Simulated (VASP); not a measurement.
# BaTiO3 (Amm2) in VASP: further runs, part 2 of 2

VASP 6.6.1. The steps go on from the part before.

## 4. Electric field gradients, PBEsol (zz strain of -2 %)

The input, INCAR:

```
SYSTEM = BaTiO3
ALGO = Normal ; EDIFF = 1E-8
ENCUT = 520 ; GGA = PS
ISIF = 2 ; ISMEAR = -1
LASPH = .True. ; LCHARG = .False.
LEFG = .True. ; LREAL = .False.
LWAVE = .False. ; NBANDS = 28
NELM = 100 ; PREC = Accurate
SIGMA = 0.05
```

The input, KPOINTS:

```
k-points
0
Gamma
  8 8 8
  0 0 0
```

The input, POSCAR:

```
BaTiO3
1.0
    3.9841000000      0.0000000000      0.0000000000
    0.0000000000      2.8370500000      2.7888840000
    0.0000000000     -2.8370500000      2.7888840000
Ba Ti O
1 1 3
Direct
    0.0000000000      0.0000000000      0.0000000000
    0.5000000000      0.5079000000      0.5079000000
    0.0000000000      0.4921000000      0.4921000000
    0.5000000000      0.5025100000      0.9937100000
    0.5000000000      0.9937100000      0.5025100000
```

Potentials or basis: VASP PAW PBE potentials, release 64 (Ba_sv, Ti_sv, O).

Command:

```bash
cat potpaw_PBE.64/Ba_sv/POTCAR potpaw_PBE.64/Ti_sv/POTCAR potpaw_PBE.64/O/POTCAR > POTCAR
mpirun -np 1 vasp_std > vasp.out
```

OUTCAR:

```text
SYSTEM = BaTiO3
   EDIFF = 1E-8
   ENCUT = 520
   GGA = PS
   ISIF = 2
   ISMEAR = -1
   LASPH = .True.
   LREAL = .False.
   NELM = 100
   PREC = Accurate

 ion  position               nearest neighbor table
   1  0.000  0.000  0.000-   3 2.74   4 2.81   5 2.81   4 2.81   5 2.81   4 2.82   5 2.82   5 2.82
                             4 2.82   3 2.83   3 2.84   3 2.84   2 3.39   2 3.39   2 3.46   2 3.46
   2  0.500  0.508  0.508-   4 1.93   5 1.93   3 1.99   3 1.99   5 2.05   4 2.05   1 3.39   1 3.39
                             1 3.46   1 3.46   1 3.47   1 3.47   1 3.47   1 3.47
   3  0.000  0.492  0.492-   2 1.99   2 1.99   1 2.74   1 2.83   1 2.84   1 2.84
   4  0.500  0.503  0.994-   2 1.93   2 2.05   1 2.81   1 2.81   1 2.82   1 2.82
   5  0.500  0.994  0.503-   2 1.93   2 2.05   1 2.81   1 2.81   1 2.82   1 2.82

  LATTYP: Found a base centered orthorhombic cell.
 ALAT       =     5.5777680000
 B/A-ratio  =     1.0172707076
 C/A-ratio  =     0.7142821286

  Lattice vectors:

 A1 = (   0.0000000000,   2.8370500000,   2.7888840000)
 A2 = (   0.0000000000,  -2.8370500000,   2.7888840000)
 A3 = (   3.9841000000,   0.0000000000,   0.0000000000)
[... 958 lines left out ...]
      1.99205     -1.39356      4.17278         0.000000     -0.030297     -0.139781
      1.99205      1.39356      4.17278         0.000000      0.030297     -0.139781
 -----------------------------------------------------------------------------------
    total drift:                                0.000000     -0.000000      0.000042

  FREE ENERGIE OF THE ION-ELECTRON SYSTEM (eV)
  ---------------------------------------------------
  free  energy   TOTEN  =       -41.9749418807 eV

  energy  without entropy=      -41.9749418797  energy(sigma->0) =      -41.97494188

 Electric field gradients (V/A^2)
---------------------------------------------------------------------
 ion       V_xx      V_yy      V_zz      V_xy      V_xz      V_yz
---------------------------------------------------------------------
   1       2.690    11.347   -14.037    -0.000     0.000     0.000
   2       2.956    -5.134     2.178     0.000     0.000    -0.000
   3      23.616   -11.437   -12.179     0.000     0.000    -0.000
   4      -8.848     6.544     2.304     0.000     0.000   -15.098
   5      -8.848     6.544     2.304    -0.000     0.000    15.098
---------------------------------------------------------------------

 Electric field gradients after diagonalization (V/A^2)
 (convention: |V_zz| > |V_xx| > |V_yy|)
----------------------------------------------------------------------
 ion       V_xx      V_yy      V_zz     asymmetry (V_yy - V_xx)/ V_zz
----------------------------------------------------------------------
   1      11.347     2.690   -14.037       0.617
   2       2.956     2.178    -5.134       0.151
   3     -12.179   -11.437    23.616       0.031
   4     -10.822    -8.848    19.670       0.100
   5     -10.822    -8.848    19.670       0.100
----------------------------------------------------------------------

           NMR quadrupolar parameters

 Cq : quadrupolar parameter    Cq=e*Q*V_zz/h
 eta: asymmetry parameters     (V_yy - V_xx)/ V_zz
 Q  : nuclear electric quadrupole moment in mb (millibarn)
----------------------------------------------------------------------
 ion       Cq(MHz)       eta       Q (mb)
----------------------------------------------------------------------
   1      -0.034       0.617       1.000
   2      -0.012       0.151       1.000
   3       0.057       0.031       1.000
   4       0.048       0.100       1.000
   5       0.048       0.100       1.000
----------------------------------------------------------------------
```

It took 83 s on 1 thread of AMD EPYC 9R45 (Zen 5), shared host; peak memory 0.27 GiB.

What came out:

```yaml
Free_energy: -41.9749 eV
Pressure: 1.0 GPa
Largest_force: 0.143 eV/Å
Band_gap_on_the_k_mesh: 1.81 eV (least direct gap 1.94 eV)
Largest_electric_field_gradient_by_atom: Ba -14.0; Ti -5.1; O +23.6, +19.7 (each value once) V/Å²
```

Forces on the atoms (eV/Å):
```
Ba   0.000  0.000  0.076
Ti   0.000  0.000  0.085
O    0.000  0.000  0.118
O    0.000 -0.030 -0.140
O    0.000  0.030 -0.140
```

Electric field gradients, principal values (V/Å²):
| atom | least | middle | greatest (by size) |
| --- | --- | --- | --- |
| 1 Ba | 2.690 | 11.347 | -14.037 |
| 2 Ti | 2.178 | 2.956 | -5.134 |
| 3 O | -11.437 | -12.179 | 23.616 |
| 4 O | -8.848 | -10.822 | 19.670 |
| 5 O | -8.848 | -10.822 | 19.670 |

Caveat: the cell differs from its parent crystal (zz strain of -2 %); without QUAD_EFG the Cq values of the log hold for a quadrupole moment of 1 mb, not for the nuclei; the PAW data sets were made with another functional, which shifts forces and pressure a little; spin-orbit coupling is left out, which moves the levels of the heavy elements. A k mesh can miss the band edges.

## 5. Summary

```csv
cell,gap on the mesh (eV),pressure (GPa),largest force (eV/Å)
"a = 4.062, b = 4.097, c = 4.097 Å, angles 89.8, 90.0, 90.0°, 5 atoms",1.63,-11.0,0.39
"a = 3.903, b = 3.936, c = 3.936 Å, angles 89.8, 90.0, 90.0°, 5 atoms",1.86,9.3,0.16
"a = 3.984, b = 3.978, c = 3.978 Å, angles 91.0, 90.0, 90.0°, 5 atoms",1.81,1.0,0.14
```

Alike in all rows: task electric field gradients; level PBEsol; potentials or basis VASP PAW PBE potentials, release 64 (Ba_sv, Ti_sv, O); no spin polarisation; k mesh 8 × 8 × 8; cutoff (eV) 520; smearing fermi-dirac 0.05 eV.

Caveats: the PAW data sets were made with another functional, which shifts forces and pressure a little; spin-orbit coupling is left out, which moves the levels of the heavy elements; the cell stands under tension (at least some runs); the cell stands under pressure (at least some runs).

Total energies depend on the potentials used, so only differences within one code and one set of settings carry meaning.
